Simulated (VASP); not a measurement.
# Si3N4 (P-43m) in VASP: notebook, part 2 of 2

VASP 6.6.1. Earlier steps stand in the parts before.

## Step 4: Single point, PBEsol

This run uses another cell than the first one, of 9.79 Å³/atom.

Contents of INCAR:

```
SYSTEM = Si3N4
PREC = Accurate ; ENCUT = 520
EDIFF = 1E-7 ; ISMEAR = -1
SIGMA = 0.05 ; LREAL = .FALSE.
LASPH = .TRUE. ; NELM = 80
ALGO = Normal ; ISIF = 2
LWAVE = .FALSE. ; LCHARG = .TRUE.
GGA = PS ; LELF = .TRUE.
LVHAR = .TRUE. ; NBANDS = 25
```

Contents of KPOINTS:

```
regular mesh
0
G
  7 7 7
  0 0 0
```

Contents of POSCAR:

```
Si3N4
1.0
    4.0923727452      0.0000000000      0.0000000000
    0.0000000000      4.0923727452      0.0000000000
    0.0000000000      0.0000000000      4.0923727452
Si N
3 4
Direct
    0.0000000000      0.0000000000      0.5000000000
    0.5000000000      0.0000000000      0.0000000000
    0.0000000000      0.5000000000      0.0000000000
    0.2409068545      0.2409068545      0.7590931455
    0.7590931455      0.7590931455      0.7590931455
    0.2409068545      0.7590931455      0.2409068545
    0.7590931455      0.2409068545      0.2409068545
```

Potentials or basis: VASP PAW PBE potentials, release 64 (Si, N).

The run is started by

```console
$ cat potpaw_PBE.64/Si/POTCAR potpaw_PBE.64/N/POTCAR > POTCAR
$ mpirun -np 1 vasp_std > vasp.out
```

OUTCAR:

```text
SYSTEM = Si3N4
   PREC = Accurate
   ENCUT = 520
   EDIFF = 1E-7
   ISMEAR = -1
   LREAL = .FALSE.
   LASPH = .TRUE.
   NELM = 80
   ISIF = 2
   GGA = PS

 ion  position               nearest neighbor table
   1  0.000  0.000  0.500-   4 1.75   5 1.75   6 1.75   7 1.75   2 2.89   3 2.89   2 2.89   3 2.89
                             3 2.89   3 2.89   2 2.89   2 2.89
   2  0.500  0.000  0.000-   4 1.75   5 1.75   6 1.75   7 1.75   1 2.89   3 2.89   1 2.89   3 2.89
                             1 2.89   3 2.89   1 2.89   3 2.89
   3  0.000  0.500  0.000-   4 1.75   5 1.75   6 1.75   7 1.75   1 2.89   2 2.89   1 2.89   1 2.89
                             2 2.89   1 2.89   2 2.89   2 2.89
   4  0.241  0.241  0.759-   1 1.75   2 1.75   3 1.75
   5  0.759  0.759  0.759-   1 1.75   2 1.75   3 1.75
   6  0.241  0.759  0.241-   1 1.75   2 1.75   3 1.75
   7  0.759  0.241  0.241-   1 1.75   2 1.75   3 1.75

  LATTYP: Found a simple cubic cell.
 ALAT       =     4.0923727452

  Lattice vectors:

 A1 = (   4.0923727452,   0.0000000000,   0.0000000000)
 A2 = (   0.0000000000,   4.0923727452,   0.0000000000)
 A3 = (   0.0000000000,   0.0000000000,   4.0923727452)

Analysis of symmetry for initial positions (statically):
=====================================================================
 Subroutine PRICEL returns:
 Original cell was already a primitive cell.

 Routine SETGRP: Setting up the symmetry group for a
 simple cubic supercell.

 Subroutine GETGRP returns: Found 24 space group operations
 (whereof 24 operations were pure point group operations)
 out of a pool of 48 trial point group operations.

The static configuration has the point symmetry T_d .

Analysis of symmetry for dynamics (positions and initial velocities):
=====================================================================
 Subroutine PRICEL returns:
 Original cell was already a primitive cell.

 Routine SETGRP: Setting up the symmetry group for a
 simple cubic supercell.

 Subroutine GETGRP returns: Found 24 space group operations
 (whereof 24 operations were pure point group operations)
 out of a pool of 48 trial point group operations.

The dynamic configuration has the point symmetry T_d .

 Subroutine INISYM returns: Found 24 space group operations
 (whereof 24 operations are pure point group operations),
 and found     1 'primitive' translations

----------------------------------------------------------------------------------------

                                     Primitive cell

  volume of cell :      68.5371

  direct lattice vectors                    reciprocal lattice vectors
     4.092372745  0.000000000  0.000000000     0.244357018  0.000000000  0.000000000
     0.000000000  4.092372745  0.000000000     0.000000000  0.244357018  0.000000000
     0.000000000  0.000000000  4.092372745     0.000000000  0.000000000  0.244357018

  length of vectors
     4.092372745  4.092372745  4.092372745     0.244357018  0.244357018  0.244357018
[... 39 lines left out ...]
     0.000000000  0.000000000  0.000000000

 Subroutine IBZKPT returns following result:
 ===========================================

 Found     20 irreducible k-points:

 Following reciprocal coordinates:
            Coordinates               Weight
  0.000000  0.000000  0.000000      1.000000
  0.142857  0.000000  0.000000      6.000000
  0.285714  0.000000  0.000000      6.000000
  0.428571  0.000000  0.000000      6.000000
  0.142857  0.142857  0.000000     12.000000
  0.285714  0.142857  0.000000     24.000000
[... 12 lines left out ...]
  0.428571  0.428571  0.285714     24.000000
  0.428571  0.428571  0.428571      8.000000
   k-points           NKPTS =     20   k-points in BZ     NKDIM =     20   number of bands    NBANDS=     25
   number of dos      NEDOS =    301   number of ions     NIONS =      7
   total plane-waves  NPLWV =  27000
   dimension x,y,z NGX =    30 NGY =   30 NGZ =   30
   dimension x,y,z NGXF=    60 NGYF=   60 NGZF=   60
   ions per type =               3   4
   NGX,Y,Z   is equivalent  to a cutoff of  12.19, 12.19, 12.19 a.u.
   NGXF,Y,Z  is equivalent  to a cutoff of  24.37, 24.37, 24.37 a.u.
 SYSTEM =  Si3N4
   PREC   = accura    normal or accurate (medium, high low for compatibility)
   ISTART =      0    job   : 0-new  1-cont  2-samecut
   ICHARG =      2    charge: 1-file 2-atom 10-const
   ISPIN  =      1    spin polarized calculation?
   LNONCOLLINEAR =      F non collinear calculations
   LSORBIT =      F    spin-orbit coupling
   LASPH  =      T    aspherical Exc in radial PAW
   ENCUT  =  520.0 eV  38.22 Ry    6.18 a.u.   7.61  7.61  7.61*2*pi/ulx,y,z
   NELM   =     80;   NELMIN=  2; NELMDL= -5     # of ELM steps
   EDIFF  = 0.1E-06   stopping-criterion for ELM
   LREAL  =      F    real-space projection
   EDIFFG = 0.1E-05   stopping-criterion for IOM
   NSW    =      0    number of steps for IOM
   IBRION =     -1    ionic relax: 0-MD 1-quasi-New 2-CG
   NFREE  =      0    steps in history (QN), initial steepest desc. (CG)
   ISIF   =      2    stress and relaxation
   ISYM   =      2    0-nonsym 1-usesym 2-fastsym
   POTIM  = 0.5000    time-step for ionic-motion
   TEBEG  =    0.0;   TEEND  =   0.0 temperature during run
   PSTRESS=    0.0 pullay stress
   NELECT =      32.0000    total number of electrons
   NUPDOWN=      -1.0000    fix difference up-down
   EMIN   =  10.00;   EMAX   =-10.00  energy-range for DOS
   EFERMI =   0.00;   METHOD = LEGACY
   ISMEAR =    -1;   SIGMA  =   0.05  broadening in eV -4-tet -1-fermi 0-gaus
   EFERMI_NEDOS =   21; number of points for ismear=-14 and -15
   IALGO  =     38    algorithm
   IMIX   =      4    mixing-type and parameters
     AMIX     =   0.40;   BMIX     =  1.00
     AMIX_MAG =   1.60;   BMIX_MAG =  1.00
  volume/ion in A,a.u.               =       9.79        66.07
  Fermi-wavevector in a.u.,A,eV,Ry     =   1.270037  2.400022 21.946109  1.612993
  Thomas-Fermi vector in A             =   2.403046
   LORBIT       =      0    0 simple, 1 ext, 2 COOP (PROOUT), +10 PAW based schemes
   GGA     = PS    functional components
   LHFCALC =     F    Hartree Fock is set to
   AEXX    =    0.0000 exact exchange contribution
   IVDW    =     0    specifies the selected vdW correction
   LEPSILON=     F    determine dielectric tensor
   LRPA    =     F    only Hartree local field effects (RPA)
 non-spin polarized calculation
  energy-cutoff  :      520.00
  volume of cell :       68.54
 maximum number of plane-waves:      1861
   NGX = 15   NGY = 15   NGZ = 15

 number of electron      31.9999981 magnetization

 Free energy of the ion-electron system (eV)
  ---------------------------------------------------
  ext. energy  EPLUGINS =         0.00000000
  ---------------------------------------------------
  free energy    TOTEN  =       -58.52991462 eV

  energy without entropy =      -58.52991462  energy(sigma->0) =      -58.52991462

 E-fermi :   8.1716     XC(G=0): -11.4883

 val. band max:        7.0210138757   @ k =   0.4286   0.4286   0.4286
 cond. band min:       9.6286592880   @ k =   0.0000   0.0000   0.0000
 fundamental gap:      2.6076454123
 Fermi energy:         8.1716117385

 k-point     1 :       0.0000    0.0000    0.0000
  band No.  band energies     occupation
      1     -11.1230      2.00000
      2      -7.0810      2.00000
      3      -7.0810      2.00000
      4      -7.0810      2.00000
      5      -1.6724      2.00000
      6      -1.6724      2.00000
[... 549 lines left out ...]
     24      17.0124      0.00000
     25      17.1289      0.00000

------------------------ aborting loop because EDIFF is reached ----------------------------------------

  FORCE on cell =-STRESS in cart. coord.  units (eV):
  Direction    XX          YY          ZZ          XY          YZ          ZX
  --------------------------------------------------------------------------------------
  -------------------------------------------------------------------------------------
  Total        0.9685707      0.9685707      0.9685707      0.0000000     -0.0000000      0.0000000
  in kB       22.6420816     22.6420816     22.6420816      0.0000000     -0.0000000      0.0000000
  external PRESSURE =      22.6420816 kB  Pullay stress =       0.0000000 kB

 VOLUME and BASIS-vectors are now :
 -----------------------------------------------------------------------------
  energy-cutoff  :      520.00
  volume of cell :       68.54
      direct lattice vectors                 reciprocal lattice vectors
     4.092372745  0.000000000  0.000000000     0.244357018  0.000000000  0.000000000
     0.000000000  4.092372745  0.000000000     0.000000000  0.244357018  0.000000000
     0.000000000  0.000000000  4.092372745     0.000000000  0.000000000  0.244357018

 POSITION                                       TOTAL-FORCE (eV/Angst)
 -----------------------------------------------------------------------------------
      0.00000      0.00000      2.04619         0.000000      0.000000     -0.000000
      2.04619      0.00000      0.00000         0.000000      0.000000     -0.000000
      0.00000      2.04619      0.00000         0.000000      0.000000     -0.000000
      0.98588      0.98588      3.10649         0.000949      0.000949     -0.000949
      3.10649      3.10649      3.10649        -0.000949     -0.000949     -0.000949
      0.98588      3.10649      0.98588         0.000949     -0.000949      0.000949
      3.10649      0.98588      0.98588        -0.000949      0.000949      0.000949
 -----------------------------------------------------------------------------------
    total drift:                               -0.000000     -0.000000     -0.000000

  FREE ENERGIE OF THE ION-ELECTRON SYSTEM (eV)
  ---------------------------------------------------
  free  energy   TOTEN  =       -58.5299146202 eV

  energy  without entropy=      -58.5299146202  energy(sigma->0) =      -58.52991462
```

Wall time 59 s (1 thread of Intel Xeon 8259CL, shared host); peak memory 0.17 GiB.

What came out:

```
Free energy            : -58.5299 eV
Pressure               : 2.3 GPa
Band gap on the k mesh : 2.61 eV (least direct gap 2.80 eV)
```

Caveat: the PAW data sets were made with another functional, which shifts forces and pressure a little; an odd mesh through Γ misses points on the zone boundary, where band edges can lie.

## Step 5: Single point, PBEsol

This run uses another cell than the first one, of 9.88 Å³/atom.

Contents of INCAR:

```
SYSTEM = Si3N4
PREC = Accurate
ENCUT = 520
EDIFF = 1E-7
ISMEAR = -1
SIGMA = 0.05
LREAL = .FALSE.
LASPH = .TRUE.
NELM = 60
ALGO = Normal
ISIF = 2
LWAVE = .FALSE.
LCHARG = .FALSE.
GGA = PS
NBANDS = 25
```

Contents of KPOINTS:

```
Automatic mesh
0
G
  7 7 7
  0 0 0
```

Contents of POSCAR:

```
Si3N4
1.0
    4.1049910649      0.0000000000      0.0000000000
    0.0000000000      4.1049910649      0.0000000000
    0.0000000000      0.0000000000      4.1049910649
Si N
3 4
Direct
    0.0000000000      0.0000000000      0.5000000000
    0.5000000000      0.0000000000      0.0000000000
    0.0000000000      0.5000000000      0.0000000000
    0.2403210030      0.2403210030      0.7596789970
    0.7596789970      0.7596789970      0.7596789970
    0.2403210030      0.7596789970      0.2403210030
    0.7596789970      0.2403210030      0.2403210030
```

The run is started by

```console
$ cat potpaw_PBE.64/Si/POTCAR potpaw_PBE.64/N/POTCAR > POTCAR
$ mpirun -np 1 vasp_std > vasp.out
```

It took 54 s on 1 thread of Intel Xeon 8259CL, shared host; peak memory 0.18 GiB.

The run converged. Its results:

```
Free energy            : -58.5354 eV
Pressure               : 0.3 GPa
Band gap on the k mesh : 2.61 eV (least direct gap 2.80 eV)
```

Levels at points of the mesh, in eV from the valence-band top:
```csv
k point,band 12,band 13,band 14,band 15,band 16,band 17,band 18,band 19,band 20,band 21
"(0.00, 0.00, 0.00)",-3.33,-3.33,-0.19,-0.19,-0.19,2.61,2.61,2.61,4.37,6.81
```

Caveat: the PAW data sets were made with another functional, which shifts forces and pressure a little; an odd mesh through Γ misses points on the zone boundary, where band edges can lie.

## Step 6: Summary

| cell | gap on the mesh (eV) | pressure (GPa) |
| --- | --- | --- |
| a = 4.046 Å, 7 atoms, atomic positions A | 2.58 | 10.3 |
| a = 4.074 Å, 7 atoms, atomic positions B | 2.60 | 5.3 |
| a = 4.092 Å, 7 atoms, atomic positions C | 2.61 | 2.3 |
| a = 4.105 Å, 7 atoms, atomic positions D | 2.61 | 0.3 |

Alike in all rows: task single point; level PBEsol; potentials or basis VASP PAW PBE potentials, release 64 (Si, N); no spin polarisation; k mesh 7 × 7 × 7; cutoff (eV) 520; smearing fermi-dirac 0.05 eV.

Caveats: the PAW data sets were made with another functional, which shifts forces and pressure a little; an odd mesh through Γ misses points on the zone boundary, where band edges can lie; the cell stands under pressure (at least some runs).

Absolute energies hang on the potentials; compare differences alone.
